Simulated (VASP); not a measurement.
# W3C2 (P6/mmm) in VASP: relaxation of cell and atoms with PBE

Aim: the relaxation of cell and atoms of W3C2 with PBE.

Everything below comes from runs of VASP 6.6.1. Logs are shortened: lines on timing, memory, paths and dates and some standing lists are left out, and cuts for length are marked.

### 1 The cell of the first run

It takes space group P6/mmm (No. 191, hexagonal). The conventional cell has a = 3.582 Å, b = 3.582 Å, c = 7.790 Å, α = 90.00°, β = 90.00°, γ = 120.00°. Within 2.9 Å of W (site symmetry 6mm) lie 2 W at 2.23 to 2.78 Å. Within 2.7 Å of W (site symmetry 6/mmm) lie 6 C at 2.07 Å. Within 2.7 Å of C (site symmetry -6m2) lie 3 C at 2.07 Å and 3 W at 2.07 Å.

### 2 Relaxation of cell and atoms, PBE

INCAR

```
PREC = Accurate ; ENCUT = 600
EDIFF = 1E-7 ; ISMEAR = 0
SIGMA = 0.1 ; LREAL = F
LASPH = T ; NELM = 100
ALGO = Normal ; ISIF = 3
LWAVE = F ; LCHARG = F
GGA = PE ; IBRION = 2
NSW = 100 ; EDIFFG = -0.01
```

KPOINTS

```
regular mesh
0
Gamma
  12 12 6
```

POSCAR

```
W3C2
1.0
    3.5815136475      0.0000000000      0.0000000000
   -1.7907568238      3.1016818027      0.0000000000
    0.0000000000      0.0000000000      7.7901179121
W C
3 2
Direct
    0.0000000000      0.0000000000      0.8570088780
    0.0000000000      0.0000000000      0.1429911220
    0.0000000000      0.0000000000      0.5000000000
    0.3333333333      0.6666666667      0.5000000000
    0.6666666667      0.3333333333      0.5000000000
```

Potentials or basis: VASP PAW PBE potentials, release 64 (W_sv, C).

Launch:

```
> cat potpaw_PBE.64/W_sv/POTCAR potpaw_PBE.64/C/POTCAR > POTCAR
> mpirun -np 1 vasp_std > vasp.out
```

OUTCAR:

```text
PREC = Accurate
   ENCUT = 600
   EDIFF = 1E-7
   ISMEAR = 0
   LREAL = F
   LASPH = T
   NELM = 100
   ISIF = 3
   GGA = PE
   IBRION = 2
   NSW = 100
   EDIFFG = -0.01

 ion  position               nearest neighbor table
   1  0.000  0.000  0.857-   2 2.23   3 2.78
   2  0.000  0.000  0.143-   1 2.23   3 2.78
   3  0.000  0.000  0.500-   4 2.07   5 2.07   4 2.07   5 2.07   5 2.07   4 2.07   1 2.78   2 2.78

   4  0.333  0.667  0.500-   5 2.07   5 2.07   3 2.07   3 2.07   3 2.07   5 2.07
   5  0.667  0.333  0.500-   4 2.07   4 2.07   3 2.07   3 2.07   3 2.07   4 2.07

  LATTYP: Found a hexagonal cell.
 ALAT       =     3.5815136475
 C/A-ratio  =     2.1750909472

  Lattice vectors:

 A1 = (   3.5815136475,   0.0000000000,   0.0000000000)
 A2 = (  -1.7907568238,   3.1016818027,   0.0000000000)
 A3 = (   0.0000000000,   0.0000000000,   7.7901179121)

Analysis of symmetry for initial positions (statically):
=====================================================================
 Subroutine PRICEL returns:
 Original cell was already a primitive cell.

 Routine SETGRP: Setting up the symmetry group for a
 hexagonal supercell.

 Subroutine GETGRP returns: Found 24 space group operations
 (whereof 24 operations were pure point group operations)
 out of a pool of 24 trial point group operations.

The static configuration has the point symmetry D_6h.

Analysis of symmetry for dynamics (positions and initial velocities):
=====================================================================
 Subroutine PRICEL returns:
 Original cell was already a primitive cell.

 Routine SETGRP: Setting up the symmetry group for a
 hexagonal supercell.

 Subroutine GETGRP returns: Found 24 space group operations
 (whereof 24 operations were pure point group operations)
 out of a pool of 24 trial point group operations.

The dynamic configuration has the point symmetry D_6h.

 Subroutine INISYM returns: Found 24 space group operations
 (whereof 24 operations are pure point group operations),
 and found     1 'primitive' translations

----------------------------------------------------------------------------------------

                                     Primitive cell

  volume of cell :      86.5382

  direct lattice vectors                    reciprocal lattice vectors
     3.581513648  0.000000000  0.000000000     0.279211556  0.161202867  0.000000000
    -1.790756824  3.101681803  0.000000000     0.000000000  0.322405735  0.000000000
     0.000000000  0.000000000  7.790117912     0.000000000  0.000000000  0.128367762

  length of vectors
     3.581513648  3.581513647  7.790117912     0.322405735  0.322405735  0.128367762

  position of ions in fractional coordinates (direct lattice)
     0.000000000  0.000000000  0.857008878
     0.000000000  0.000000000  0.142991122
     0.000000000  0.000000000  0.500000000
     0.333333333  0.666666667  0.500000000
     0.666666667  0.333333333  0.500000000

  ion indices of the primitive-cell ions
   primitive index   ion index
                 1           1
                 2           2
                 3           3
                 4           4
                 5           5

----------------------------------------------------------------------------------------

 KPOINTS: regular mesh

Automatic generation of k-mesh.
 Grid dimensions read from file:
 generate k-points for:   12   12    6

 Generating k-lattice:

  Cartesian coordinates                     Fractional coordinates (reciprocal lattice)
     0.023267630  0.013433572  0.000000000     0.083333333  0.000000000  0.000000000
     0.000000000  0.026867145  0.000000000     0.000000000  0.083333333  0.000000000
     0.000000000  0.000000000  0.021394627     0.000000000  0.000000000  0.166666667

  Length of vectors
     0.026867145  0.026867145  0.021394627

  Shift w.r.t. Gamma in fractional coordinates (k-lattice)
     0.000000000  0.000000000  0.000000000

 Subroutine IBZKPT returns following result:
 ===========================================

 Found     76 irreducible k-points:

 Following reciprocal coordinates:
            Coordinates               Weight
  0.000000  0.000000  0.000000      1.000000
  0.083333  0.000000  0.000000      6.000000
  0.166667  0.000000  0.000000      6.000000
  0.250000  0.000000  0.000000      6.000000
  0.333333  0.000000  0.000000      6.000000
  0.416667  0.000000  0.000000      6.000000
[... 16 lines left out ...]
  0.250000  0.000000  0.166667     12.000000
  0.333333  0.000000  0.166667     12.000000
 [... further k-points ...]
   k-points           NKPTS =     76   k-points in BZ     NKDIM =     76   number of bands    NBANDS=     30
   number of dos      NEDOS =    301   number of ions     NIONS =      5
   total plane-waves  NPLWV =  57600
   dimension x,y,z NGX =    30 NGY =   30 NGZ =   64
   dimension x,y,z NGXF=    60 NGYF=   60 NGZF=  128
   ions per type =               3   2
   NGX,Y,Z   is equivalent  to a cutoff of  13.93, 13.93, 13.66 a.u.
   NGXF,Y,Z  is equivalent  to a cutoff of  27.85, 27.85, 27.32 a.u.
 SYSTEM =  unknown system
   PREC   = accura    normal or accurate (medium, high low for compatibility)
   ISTART =      0    job   : 0-new  1-cont  2-samecut
   ICHARG =      2    charge: 1-file 2-atom 10-const
   ISPIN  =      1    spin polarized calculation?
   LNONCOLLINEAR =      F non collinear calculations
   LSORBIT =      F    spin-orbit coupling
   LASPH  =      T    aspherical Exc in radial PAW
   ENCUT  =  600.0 eV  44.10 Ry    6.64 a.u.   7.15  7.15 15.56*2*pi/ulx,y,z
   NELM   =    100;   NELMIN=  2; NELMDL= -5     # of ELM steps
   EDIFF  = 0.1E-06   stopping-criterion for ELM
   LREAL  =      F    real-space projection
   EDIFFG = -.1E-01   stopping-criterion for IOM
   NSW    =    100    number of steps for IOM
   IBRION =      2    ionic relax: 0-MD 1-quasi-New 2-CG
   NFREE  =      1    steps in history (QN), initial steepest desc. (CG)
   ISIF   =      3    stress and relaxation
   ISYM   =      2    0-nonsym 1-usesym 2-fastsym
   POTIM  = 0.5000    time-step for ionic-motion
   TEBEG  =    0.0;   TEEND  =   0.0 temperature during run
   PSTRESS=    0.0 pullay stress
   NELECT =      50.0000    total number of electrons
   NUPDOWN=      -1.0000    fix difference up-down
   EMIN   =  10.00;   EMAX   =-10.00  energy-range for DOS
   EFERMI =   0.00;   METHOD = LEGACY
   ISMEAR =     0;   SIGMA  =   0.10  broadening in eV -4-tet -1-fermi 0-gaus
   EFERMI_NEDOS =   21; number of points for ismear=-14 and -15
   IALGO  =     38    algorithm
   IMIX   =      4    mixing-type and parameters
     AMIX     =   0.40;   BMIX     =  1.00
     AMIX_MAG =   1.60;   BMIX_MAG =  1.00
  volume/ion in A,a.u.               =      17.31       116.80
  Fermi-wavevector in a.u.,A,eV,Ry     =   1.363522  2.576683 25.295853  1.859193
  Thomas-Fermi vector in A             =   2.489918
   LORBIT       =      0    0 simple, 1 ext, 2 COOP (PROOUT), +10 PAW based schemes
   GGA     = PE    functional components
   LHFCALC =     F    Hartree Fock is set to
   AEXX    =    0.0000 exact exchange contribution
   IVDW    =     0    specifies the selected vdW correction
   LEPSILON=     F    determine dielectric tensor
   LRPA    =     F    only Hartree local field effects (RPA)
 conjugate gradient relaxation of ions
 non-spin polarized calculation
 Gauss-broadening in eV      SIGMA  =   0.10
  energy-cutoff  :      600.00
  volume of cell :       86.54
 maximum number of plane-waves:      2931
 NGX is ok and might be reduce to    30
   NGX = 15   NGY = 15   NGZ = 31

--------------------------------------- Ionic step        1  -------------------------------------------

 number of electron      49.9999997 magnetization

 Free energy of the ion-electron system (eV)
  ---------------------------------------------------
  ext. energy  EPLUGINS =         0.00000000
  ---------------------------------------------------
  free energy    TOTEN  =       -42.91654549 eV

  energy without entropy =      -42.89300619  energy(sigma->0) =      -42.90477584

------------------------ aborting loop because EDIFF is reached ----------------------------------------

  FORCE on cell =-STRESS in cart. coord.  units (eV):
  Direction    XX          YY          ZZ          XY          YZ          ZX
  --------------------------------------------------------------------------------------
  -------------------------------------------------------------------------------------
  Total        0.1312091      0.1312091      0.1962126     -0.0000000      0.0000000      0.0000000
  in kB        2.4292182      2.4292182      3.6327006     -0.0000000      0.0000000      0.0000000
  external PRESSURE =       2.8303790 kB  Pullay stress =       0.0000000 kB

 VOLUME and BASIS-vectors are now :
 -----------------------------------------------------------------------------
  energy-cutoff  :      600.00
  volume of cell :       86.54
      direct lattice vectors                 reciprocal lattice vectors
     3.581513648  0.000000000  0.000000000     0.279211556  0.161202867  0.000000000
    -1.790756824  3.101681803  0.000000000     0.000000000  0.322405735  0.000000000
     0.000000000  0.000000000  7.790117912     0.000000000  0.000000000  0.128367762
[... 196 lines left out ...]
 POSITION                                       TOTAL-FORCE (eV/Angst)
 -----------------------------------------------------------------------------------
     -0.00000      0.00000      6.62836        -0.000000      0.000000      0.010185
     -0.00000      0.00000      1.12207         0.000000     -0.000000     -0.010185
     -1.79358      3.10657      3.87522        -0.000000      0.000000      0.000000
     -0.00000      2.07105      3.87522        -0.000000      0.000000     -0.000000
      1.79358      1.03552      3.87522         0.000000     -0.000000      0.000000
 -----------------------------------------------------------------------------------
    total drift:                                0.000000      0.000000      0.000000

  FREE ENERGIE OF THE ION-ELECTRON SYSTEM (eV)
  ---------------------------------------------------
  free  energy   TOTEN  =       -42.9198858489 eV

  energy  without entropy=      -42.8958444642  energy(sigma->0) =      -42.90786516

--------------------------------------- Ionic step        7  -------------------------------------------

 number of electron      49.9999996 magnetization

 Free energy of the ion-electron system (eV)
  ---------------------------------------------------
  ext. energy  EPLUGINS =         0.00000000
  ---------------------------------------------------
  free energy    TOTEN  =       -42.91991926 eV

  energy without entropy =      -42.89585242  energy(sigma->0) =      -42.90788584

 E-fermi :   6.2292     XC(G=0): -11.2709

 val. band max:        6.2187708901   @ k =   0.4167   0.1667   0.3333
 cond. band min:       6.2302798981   @ k =   0.1667   0.0833   0.1667
 fundamental gap:      0.0115090081
 Fermi energy:         6.2291671504

 k-point     1 :       0.0000    0.0000    0.0000
  band No.  band energies     occupation
      1     -68.0599      2.00000
      2     -67.7859      2.00000
      3     -67.3123      2.00000
      4     -33.1454      2.00000
      5     -32.2404      2.00000
      6     -32.2404      2.00000
[... 781 lines left out ...]
     29       7.1147      0.00000
     30       7.3419      0.00000

 [... further k-points ...]
[... 5 lines left out ...]
  --------------------------------------------------------------------------------------
  -------------------------------------------------------------------------------------
  Total       -0.0006097     -0.0006097     -0.0160783      0.0000000     -0.0000000      0.0000000
  in kB       -0.0113172     -0.0113172     -0.2984646      0.0000000     -0.0000000      0.0000000
  external PRESSURE =      -0.1070330 kB  Pullay stress =       0.0000000 kB

 VOLUME and BASIS-vectors are now :
 -----------------------------------------------------------------------------
  energy-cutoff  :      600.00
  volume of cell :       86.31
      direct lattice vectors                 reciprocal lattice vectors
     3.585722720 -0.000000000  0.000000000     0.278883806  0.161013641  0.000000000
    -1.792861360  3.105326966  0.000000000     0.000000000  0.322027281 -0.000000000
    -0.000000000  0.000000000  7.751286585    -0.000000000 -0.000000000  0.129010841

 POSITION                                       TOTAL-FORCE (eV/Angst)
 -----------------------------------------------------------------------------------
     -0.00000      0.00000      6.62942        -0.000000      0.000000      0.002869
     -0.00000      0.00000      1.12186         0.000000     -0.000000     -0.002869
     -0.00000      0.00000      3.87564        -0.000000      0.000000      0.000000
     -0.00000      2.07022      3.87564        -0.000000     -0.000000     -0.000000
      1.79286      1.03511      3.87564         0.000000      0.000000      0.000000
 -----------------------------------------------------------------------------------
    total drift:                                0.000000     -0.000000      0.000000

  FREE ENERGIE OF THE ION-ELECTRON SYSTEM (eV)
  ---------------------------------------------------
  free  energy   TOTEN  =       -42.9199192562 eV

  energy  without entropy=      -42.8958524197  energy(sigma->0) =      -42.90788584

 reached required accuracy - stopping structural energy minimisation
```

Run time: 7.9 min. Hardware: 1 thread of Intel Xeon 6975P-C (Granite Rapids), shared host; peak memory 0.37 GiB.

Results:

| Property | Result |
| --- | --- |
| Free energy | -42.9199 eV |
| Relaxed volume | 17.26 Å³/atom |
| Relaxed cell | a = 3.586 Å, b = 3.586 Å, c = 7.751 Å, α = 90.00°, β = 90.00°, γ = 120.00° |
| Space group after relaxing (to 0.05 Å) | P6/mmm (No. 191) |
| Energy gained by relaxing | 0.7 meV/atom |
| Ionic steps | 7 |
| Pressure after relaxing | 0.0 GPa |
| Band gap on the k mesh | zero (band 25 reaches 6.87 eV, above the bottom of band 26 at 5.94 eV) |

Forces on the atoms (eV/Å):
```
W    0.000  0.000  0.003
W    0.000  0.000 -0.003
W    0.000  0.000  0.000
C    0.000  0.000  0.000
C    0.000  0.000  0.000
```

Step by step:
| step | energy change (eV) | largest force (eV/Å) | pressure (GPa) | volume (Å³) |
| --- | --- | --- | --- | --- |
| 1 | 0.0000 | 0.2791 | 0.28 | 86.54 |
| 2 | 0.0015 | 0.2754 | -1.13 | 86.92 |
| 3 | -0.0017 | 0.0357 | -0.32 | 86.70 |
| 4 | -0.0031 | 0.0148 | -0.05 | 86.41 |
| 5 | -0.0033 | 0.0039 | 0.11 | 86.25 |
| 6 | -0.0033 | 0.0102 | -0.12 | 86.37 |
| 7 | -0.0034 | 0.0029 | -0.01 | 86.31 |

Final structure:
```
CELL_PARAMETERS angstrom
3.58572 0.00000 0.00000
-1.79286 3.10533 0.00000
0.00000 0.00000 7.75129
ATOMIC_POSITIONS crystal
W 0.00000 0.00000 0.85527
W 0.00000 0.00000 0.14473
W 0.00000 0.00000 0.50000
C 0.33333 0.66667 0.50000
C 0.66667 0.33333 0.50000
```

Levels at points of the mesh, in eV from the Fermi level:
| k point | band 22 | band 23 | band 24 | band 25 | band 26 | band 27 | band 28 | band 29 |
| --- | --- | --- | --- | --- | --- | --- | --- | --- |
| (0.00, 0.00, 0.00) | -1.23 | -0.65 | -0.65 | -0.07 | -0.07 | 0.55 | 0.55 | 0.73 |
| (0.50, 0.00, 0.00) | -1.93 | -1.46 | -0.69 | 0.23 | 0.57 | 1.39 | 1.61 | 2.07 |
| (0.00, 0.00, 0.50) | -1.61 | -1.43 | -0.67 | -0.67 | 0.60 | 0.60 | 1.07 | 1.07 |
| (0.50, 0.00, 0.50) | -2.04 | -1.92 | -0.78 | -0.15 | 0.50 | 0.56 | 1.38 | 1.71 |

Caveat: spin-orbit coupling is left out, which moves the levels of the heavy elements.
